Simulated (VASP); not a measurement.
AlN (series), 2 atoms in the cell. Symmetry: Fm-3m, No. 225, cubic system. Conventional cell: a = 4.069 Å, b = 4.069 Å, c = 4.069 Å, α = 90.00°, β = 90.00°, γ = 90.00°. Within 2.7 Å of Al (site symmetry m-3m) lie 6 N at 2.03 Å. Within 2.7 Å of N (site symmetry m-3m) lie 6 Al at 2.03 Å. 

```yaml
Program: VASP 6.6.1
Task: single point
Functional: PBEsol
Potentials_or_basis: VASP PAW PBE potentials, release 64 (Al, N)
Cutoff: 600 eV
k_mesh: 12 × 12 × 12
Occupations: gaussian, width 0.02 eV
Spin: no spin polarisation
Dipole_correction: no
Further_INCAR_settings: ALGO = Normal; EDIFF = 1e-06; NBANDS = 11
```

Potentials or basis: VASP PAW PBE potentials, release 64 (Al, N).

Launch:

```bash
$ cat potpaw_PBE.64/Al/POTCAR potpaw_PBE.64/N/POTCAR > POTCAR
$ mpirun -np 1 vasp_std > vasp.out
```

Hardware: 1 thread of Intel Xeon 8259CL, with other jobs on the host.

Task: How long does it take, and how much memory?

Result: Wall time 12 s on 1 thread of Intel Xeon 8259CL, on a shared host, peak memory 0.14 GiB. Counts: scf iterations 12, k points 72.
